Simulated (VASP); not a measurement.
Here is a VASP 6.6.1 calculation.

Contents of INCAR:

```
SYSTEM = InAs
  PREC = Accurate
  ENCUT = 520
  EDIFF = 1E-7
  ISMEAR = -1
  SIGMA = 0.05
  LREAL = .False.
  LASPH = .True.
  NELM = 80
  ALGO = Normal
  ISIF = 2
  LWAVE = .False.
  LCHARG = .True.
  GGA = PS
  LELF = .True.
  LVHAR = .True.
  NBANDS = 16
```

The input KPOINTS:

```
Automatic mesh
0
Gamma
  8 8 8
  0 0 0
```

File POSCAR:

```
InAs
1.0
    0.0000000000      2.7722346393      2.7722346393
    2.7722346393      0.0000000000      2.7722346393
    2.7722346393      2.7722346393      0.0000000000
In As
1 1
Direct
    0.0000000000      0.0000000000      0.0000000000
    0.7500000000      0.7500000000      0.7500000000
```

Potentials or basis: VASP PAW PBE potentials, release 64 (In_d, As).

Command:

```console
$ cat potpaw_PBE.64/In_d/POTCAR potpaw_PBE.64/As/POTCAR > POTCAR
$ mpirun -np 1 vasp_std > vasp.out
```

Q: Estimate the band gap on the k mesh.

A: 0.89 eV, indirect (least direct gap 1.00 eV).

Q: What does it give for the pressure?

A: 30.3 GPa.

Caveat: the PAW data sets were made with another functional, which shifts forces and pressure a little; spin-orbit coupling is left out, which moves the levels of the heavy elements. A hybrid or GW would open this gap; PBEsol tends to underestimate it.
